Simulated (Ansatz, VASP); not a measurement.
**Two plane-wave programs on V**

```
V
1.0
     1.41103    0.81466    1.92076
    -1.41103    0.81466    1.92076
     0.00000   -1.62932    1.92076
V
1
Direct
  0.50000 0.50000 0.50000
```

Alike in both runs: functional PBEsol; k mesh 24 × 24 × 24; occupations gaussian, width 0.1 eV; no spin polarisation.

Ansatz relaxed the structure, and its values are those at the end. VASP's run is a single point on that final structure, the one shown.

|  | VASP | Ansatz |
| --- | --- | --- |
| version | VASP 6.6.1 | Ansatz 0.2.0 |
| potentials or method | VASP PAW PBE potentials, release 64 (V_sv), cutoff 520 eV | scalar-relativistic, plane waves, PAW |
| valence electrons in the cell | 13 | 13 |

```tsv
	VASP	Ansatz	Ansatz less VASP
gap on the k mesh at the Fermi level (eV)	none	none	-
pressure (GPa)	0.3	0.0	-0.33
```

VASP's potentials were made for PBE, not for PBEsol. A gap of «none» marks a metal or a gap that the smearing closes.
